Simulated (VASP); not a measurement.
Wanted: the native input for a VASP 6.6.1 run.

* Task: relaxation of cell and atoms
* Functional: PBE
* Potentials or basis: VASP PAW PBE potentials, release 64 (V_sv)
* Cutoff: 600 eV
* k mesh: 6 × 6 × 6
* Occupations: gaussian, width 0.1 eV
* Spin: no spin polarisation
* Dipole correction: no
* Further INCAR settings: ALGO = Normal; EDIFF = 1e-06; IBRION = 2; EDIFFG = -0.04; NSW = 90; ISIF = 3

The structure of V lies in POSCAR:

```
V
1.0
    1.5721831129      0.9077003434      3.7646927216
   -1.5721831129      0.9077003434      3.7646927216
    0.0000000000     -1.8154006869      3.7646927216
V
2
Direct
    0.0577000000      0.0577000000      0.0577000000
    0.9423000000      0.9423000000      0.9423000000
```

The input as run:

INCAR

```
SYSTEM = V
PREC = Accurate
ENCUT = 600
EDIFF = 1E-6
ISMEAR = 0
SIGMA = 0.1
LREAL = .FALSE.
LASPH = .TRUE.
NELM = 100
ALGO = Normal
ISIF = 3
LWAVE = .FALSE.
LCHARG = .FALSE.
GGA = PE
IBRION = 2
NSW = 90
EDIFFG = -0.04
```

KPOINTS

```
Automatic mesh
0
G
  6 6 6
  0 0 0
```

Potentials or basis: VASP PAW PBE potentials, release 64 (V_sv).

Command:

```bash
$ cat potpaw_PBE.64/V_sv/POTCAR > POTCAR
$ mpirun -np 1 vasp_std > vasp.out
```

It gave:

```
Relaxed volume                        : 14.03 Å³/atom
Relaxed cell                          : a = 4.535 Å, b = 4.535 Å, c = 4.535 Å, α = 35.46°, β = 35.46°, γ = 35.46°
Space group after relaxing (to 0.1 Å) : R-3m (No. 166)
Pressure after relaxing               : -0.2 GPa
Largest force after relaxing          : 0.008 eV/Å
Band gap on the k mesh                : zero (bands 13 and 14 overlap by 0.10 eV)
```

Caveat: the k points lie up to 0.45 Å⁻¹ apart in the final cell.

Wall time 8.3 min on 1 thread of Intel(R) Xeon(R) 6975P-C (Granite Rapids) (shared host), peak memory 0.22 GiB.
